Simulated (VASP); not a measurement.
# NbAs (I4_1md) in VASP: further runs

NbAs is run at these levels: LDA; tasks: electric field gradients.

All numbers are computed with VASP 6.6.1; they aren't measurements. Logs are shortened: lines on timing, memory, paths and dates and some standing lists are left out, and cuts for length are marked.

## 1. The cell of the first run

The structure is tetragonal, space group I4_1md (No. 109). Conventional cell: a = 3.405 Å, b = 3.405 Å, c = 11.522 Å, α = 90.00°, β = 90.00°, γ = 90.00°. Nb (site symmetry 2mm) has 6 As at 2.56 to 2.59 Å and 8 Nb at 3.35 to 3.41 Å within 3.5 Å. Within 3.5 Å of As (site symmetry 2mm) lie 6 Nb at 2.56 to 2.59 Å and 8 As at 3.35 to 3.41 Å.

## 2. Electric field gradients, LDA (16.70 Å³/atom)

Contents of INCAR:

```
SYSTEM = NbAs
  ALGO = Normal
  EDIFF = 1E-8
  ENCUT = 520
  GGA = CA
  ISIF = 2
  ISMEAR = -1
  LASPH = .True.
  LCHARG = .False.
  LEFG = .True.
  LREAL = .False.
  LWAVE = .False.
  NBANDS = 26
  NELM = 100
  PREC = Accurate
  SIGMA = 0.08
```

Contents of KPOINTS:

```
k-points
0
Gamma
  15 15 15
  0 0 0
```

Contents of POSCAR:

```
NbAs
1.0
   -1.7025248434      1.7025248434      5.7610714056
    1.7025248434     -1.7025248434      5.7610714056
    1.7025248434      1.7025248434     -5.7610714056
Nb As
2 2
Direct
    0.7500000000      0.7500000000      0.0000000000
    0.5000000000      0.0000000000      0.5000000000
    0.1660000000      0.1660000000      0.0000000000
    0.9160000000      0.4160000000      0.5000000000
```

Potentials or basis: VASP PAW LDA potentials, release 64 (Nb_sv, As).

Started as:

```console
$ cat potpaw_LDA.64/Nb_sv/POTCAR potpaw_LDA.64/As/POTCAR > POTCAR
$ mpirun -np 1 vasp_std > vasp.out
```

OUTCAR:

```text
SYSTEM = NbAs
   EDIFF = 1E-8
   ENCUT = 520
   GGA = CA
   ISIF = 2
   ISMEAR = -1
   LASPH = .True.
   LREAL = .False.
   NELM = 100
   PREC = Accurate

 ion  position               nearest neighbor table
   1  0.750  0.750  0.000-   4 2.56   4 2.56   3 2.59   3 2.59   3 2.59   3 2.59
   2  0.500  0.000  0.500-   3 2.56   3 2.56   4 2.59   4 2.59   4 2.59   4 2.59
   3  0.166  0.166  0.000-   2 2.56   2 2.56   1 2.59   1 2.59   1 2.59   1 2.59
   4  0.916  0.416  0.500-   1 2.56   1 2.56   2 2.59   2 2.59   2 2.59   2 2.59

  LATTYP: Found a body centered tetragonal cell.
 ALAT       =     3.4050496868
 C/A-ratio  =     3.3838398470

  Lattice vectors:

 A1 = (  -1.7025248434,   1.7025248434,   5.7610714056)
 A2 = (   1.7025248434,  -1.7025248434,   5.7610714056)
 A3 = (   1.7025248434,   1.7025248434,  -5.7610714056)

Analysis of symmetry for initial positions (statically):
=====================================================================
 Subroutine PRICEL returns:
 Original cell was already a primitive cell.

 Routine SETGRP: Setting up the symmetry group for a
 body centered tetragonal supercell.

 Subroutine GETGRP returns: Found  8 space group operations
 (whereof  4 operations were pure point group operations)
 out of a pool of 16 trial point group operations.

The static configuration has the point symmetry C_2v.
 The point group associated with its full space group is C_4v.

Analysis of symmetry for dynamics (positions and initial velocities):
=====================================================================
 Subroutine PRICEL returns:
 Original cell was already a primitive cell.

 Routine SETGRP: Setting up the symmetry group for a
 body centered tetragonal supercell.

 Subroutine GETGRP returns: Found  8 space group operations
 (whereof  4 operations were pure point group operations)
 out of a pool of 16 trial point group operations.

The dynamic configuration has the point symmetry C_2v.
 The point group associated with its full space group is C_4v.

 Subroutine INISYM returns: Found  8 space group operations
 (whereof  4 operations are pure point group operations),
 and found     1 'primitive' translations

----------------------------------------------------------------------------------------

                                     Primitive cell

  volume of cell :      66.7960

  direct lattice vectors                    reciprocal lattice vectors
    -1.702524843  1.702524843  5.761071406     0.000000000  0.293681471  0.086789412
     1.702524843 -1.702524843  5.761071406     0.293681471  0.000000000  0.086789412
     1.702524843  1.702524843 -5.761071406     0.293681471  0.293681471  0.000000000

  length of vectors
     6.243967122  6.243967122  6.243967122     0.306237177  0.306237177  0.415328319

  position of ions in fractional coordinates (direct lattice)
     0.750000000  0.750000000  0.000000000
     0.500000000  0.000000000  0.500000000
     0.166000000  0.166000000  0.000000000
     0.916000000  0.416000000  0.500000000

  ion indices of the primitive-cell ions
   primitive index   ion index
                 1           1
                 2           2
                 3           3
                 4           4

----------------------------------------------------------------------------------------

 KPOINTS: k-points

Automatic generation of k-mesh.
 Grid dimensions read from file:
 generate k-points for:   15   15   15

 Generating k-lattice:

  Cartesian coordinates                     Fractional coordinates (reciprocal lattice)
     0.000000000  0.019578765  0.005785961     0.066666667  0.000000000 -0.000000000
     0.019578765  0.000000000  0.005785961     0.000000000  0.066666667 -0.000000000
     0.019578765  0.019578765  0.000000000     0.000000000  0.000000000  0.066666667

  Length of vectors
     0.020415812  0.020415812  0.027688555

  Shift w.r.t. Gamma in fractional coordinates (k-lattice)
     0.000000000  0.000000000  0.000000000

 Subroutine IBZKPT returns following result:
 ===========================================

 Found    288 irreducible k-points:

 Following reciprocal coordinates:
            Coordinates               Weight
  0.000000  0.000000  0.000000      1.000000
  0.066667  0.000000  0.000000      8.000000
  0.133333  0.000000  0.000000      8.000000
  0.200000  0.000000 -0.000000      8.000000
  0.266667  0.000000  0.000000      8.000000
  0.333333  0.000000 -0.000000      8.000000
[... 16 lines left out ...]
  0.133333  0.133333  0.000000      8.000000
  0.200000  0.133333 -0.000000     16.000000
 [... further k-points ...]
   k-points           NKPTS =    288   k-points in BZ     NKDIM =    288   number of bands    NBANDS=     26
   number of dos      NEDOS =    301   number of ions     NIONS =      4
   total plane-waves  NPLWV = 110592
   dimension x,y,z NGX =    48 NGY =   48 NGZ =   48
   dimension x,y,z NGXF=    96 NGYF=   96 NGZF=   96
   ions per type =               2   2
   NGX,Y,Z   is equivalent  to a cutoff of  12.78, 12.78, 12.78 a.u.
   NGXF,Y,Z  is equivalent  to a cutoff of  25.56, 25.56, 25.56 a.u.
 SYSTEM =  NbAs
   PREC   = accura    normal or accurate (medium, high low for compatibility)
   ISTART =      0    job   : 0-new  1-cont  2-samecut
   ICHARG =      2    charge: 1-file 2-atom 10-const
   ISPIN  =      1    spin polarized calculation?
   LNONCOLLINEAR =      F non collinear calculations
   LSORBIT =      F    spin-orbit coupling
   LASPH  =      T    aspherical Exc in radial PAW
   ENCUT  =  520.0 eV  38.22 Ry    6.18 a.u.  11.61 11.61 11.61*2*pi/ulx,y,z
   NELM   =    100;   NELMIN=  2; NELMDL= -5     # of ELM steps
   EDIFF  = 0.1E-07   stopping-criterion for ELM
   LREAL  =      F    real-space projection
   EDIFFG = 0.1E-06   stopping-criterion for IOM
   NSW    =      0    number of steps for IOM
   IBRION =     -1    ionic relax: 0-MD 1-quasi-New 2-CG
   NFREE  =      0    steps in history (QN), initial steepest desc. (CG)
   ISIF   =      2    stress and relaxation
   ISYM   =      2    0-nonsym 1-usesym 2-fastsym
   POTIM  = 0.5000    time-step for ionic-motion
   TEBEG  =    0.0;   TEEND  =   0.0 temperature during run
   PSTRESS=    0.0 pullay stress
   NELECT =      36.0000    total number of electrons
   NUPDOWN=      -1.0000    fix difference up-down
   EMIN   =  10.00;   EMAX   =-10.00  energy-range for DOS
   EFERMI =   0.00;   METHOD = LEGACY
   ISMEAR =    -1;   SIGMA  =   0.08  broadening in eV -4-tet -1-fermi 0-gaus
   EFERMI_NEDOS =   21; number of points for ismear=-14 and -15
   IALGO  =     38    algorithm
   IMIX   =      4    mixing-type and parameters
     AMIX     =   0.40;   BMIX     =  1.00
     AMIX_MAG =   1.60;   BMIX_MAG =  1.00
  volume/ion in A,a.u.               =      16.70       112.69
  Fermi-wavevector in a.u.,A,eV,Ry     =   1.332270  2.517625 24.149573  1.774944
  Thomas-Fermi vector in A             =   2.461218
   LORBIT       =      0    0 simple, 1 ext, 2 COOP (PROOUT), +10 PAW based schemes
   GGA     = CA    functional components
   LHFCALC =     F    Hartree Fock is set to
   AEXX    =    0.0000 exact exchange contribution
   IVDW    =     0    specifies the selected vdW correction
   LEPSILON=     F    determine dielectric tensor
   LRPA    =     F    only Hartree local field effects (RPA)
 non-spin polarized calculation
  energy-cutoff  :      520.00
  volume of cell :       66.80
 maximum number of plane-waves:      1821
   NGX = 23   NGY = 23   NGZ = 23

 number of electron      35.9999999 magnetization

 Free energy of the ion-electron system (eV)
  ---------------------------------------------------
  ext. energy  EPLUGINS =         0.00000000
  ---------------------------------------------------
  free energy    TOTEN  =       -36.37205229 eV

  energy without entropy =      -36.35795579  energy(sigma->0) =      -36.36500404

 E-fermi :  10.0863     XC(G=0): -12.2153

 val. band max:       10.0779532566   @ k =  -0.0667  -0.4667   0.0667
 cond. band min:      10.0911240119   @ k =  -0.2000   0.2667   0.2000
 fundamental gap:      0.0131707553
 Fermi energy:        10.0862700625

 k-point     1 :       0.0000    0.0000    0.0000
  band No.  band energies     occupation
      1     -44.6169      2.00000
      2     -44.5810      2.00000
      3     -21.0618      2.00000
      4     -20.9107      2.00000
      5     -20.9107      2.00000
      6     -20.7350      2.00000
[... 685 lines left out ...]
     25      14.5842      0.00000
     26      15.2272      0.00000

 [... further k-points ...]
[... 5 lines left out ...]
  --------------------------------------------------------------------------------------
  -------------------------------------------------------------------------------------
  Total        0.7999207      0.7999207      1.0552775      0.0000000      0.0000000      0.0000000
  in kB       19.1870121     19.1870121     25.3120377      0.0000000      0.0000000      0.0000000
  external PRESSURE =      21.2286873 kB  Pullay stress =       0.0000000 kB

 VOLUME and BASIS-vectors are now :
 -----------------------------------------------------------------------------
  energy-cutoff  :      520.00
  volume of cell :       66.80
      direct lattice vectors                 reciprocal lattice vectors
    -1.702524843  1.702524843  5.761071406     0.000000000  0.293681471  0.086789412
     1.702524843 -1.702524843  5.761071406     0.293681471  0.000000000  0.086789412
     1.702524843  1.702524843 -5.761071406     0.293681471  0.293681471  0.000000000

 POSITION                                       TOTAL-FORCE (eV/Angst)
 -----------------------------------------------------------------------------------
      0.00000      0.00000      8.64161         0.000000      0.000000     -0.329541
      0.00000      1.70252      0.00000        -0.000000     -0.000000     -0.329541
      0.00000      0.00000      1.91268         0.000000     -0.000000      0.329541
      0.00000      1.70252      4.79321        -0.000000      0.000000      0.329541
 -----------------------------------------------------------------------------------
    total drift:                               -0.000000     -0.000000     -0.000003

  FREE ENERGIE OF THE ION-ELECTRON SYSTEM (eV)
  ---------------------------------------------------
  free  energy   TOTEN  =       -36.3720522930 eV

  energy  without entropy=      -36.3579557911  energy(sigma->0) =      -36.36500404

 Electric field gradients (V/A^2)
---------------------------------------------------------------------
 ion       V_xx      V_yy      V_zz      V_xy      V_xz      V_yz
---------------------------------------------------------------------
   1      15.960   -15.399    -0.561    -0.001    -0.000    -0.000
   2     -15.399    15.960    -0.561    -0.001    -0.000    -0.000
   3      -0.473   -26.577    27.050     0.000     0.000     0.000
   4     -26.577    -0.473    27.050     0.000     0.000     0.000
---------------------------------------------------------------------

 Electric field gradients after diagonalization (V/A^2)
 (convention: |V_zz| > |V_xx| > |V_yy|)
----------------------------------------------------------------------
 ion       V_xx      V_yy      V_zz     asymmetry (V_yy - V_xx)/ V_zz
----------------------------------------------------------------------
   1     -15.399    -0.561    15.960       0.930
   2     -15.399    -0.561    15.960       0.930
   3     -26.577    -0.473    27.050       0.965
   4     -26.577    -0.473    27.050       0.965
----------------------------------------------------------------------

           NMR quadrupolar parameters

 Cq : quadrupolar parameter    Cq=e*Q*V_zz/h
 eta: asymmetry parameters     (V_yy - V_xx)/ V_zz
 Q  : nuclear electric quadrupole moment in mb (millibarn)
----------------------------------------------------------------------
 ion       Cq(MHz)       eta       Q (mb)
----------------------------------------------------------------------
   1       0.039       0.930       1.000
   2       0.039       0.930       1.000
   3       0.065       0.965       1.000
   4       0.065       0.965       1.000
----------------------------------------------------------------------
```

Run time: 17 min. Hardware: 1 thread of Intel Xeon Platinum 8259CL at 2.50GHz (Skylake/Cascade Lake), shared host; peak memory 0.58 GiB.

Results:

- Free energy: -36.3721 eV
- Pressure: 2.1 GPa
- Largest force: 0.330 eV/Å
- Band gap on the k mesh: zero (bands 18 and 19 overlap by 0.06 eV)
- Largest electric field gradient by atom: Nb +16.0; As +27.1 V/Å²

Forces in eV/Å, atoms in the order of the input:
```
Nb   0.000  0.000 -0.330
Nb   0.000  0.000 -0.330
As   0.000  0.000  0.330
As   0.000  0.000  0.330
```

Electric field gradients, principal values (V/Å²):
```
atom   least   middle  greatest (by size)
1 Nb  -0.561  -15.399              15.960
2 Nb  -0.561  -15.399              15.960
3 As  -0.473  -26.577              27.050
4 As  -0.473  -26.577              27.050
```

Caveat: without QUAD_EFG the Cq values of the log hold for a quadrupole moment of 1 mb, not for the nuclei.

(Continued in part 2 of 2.)
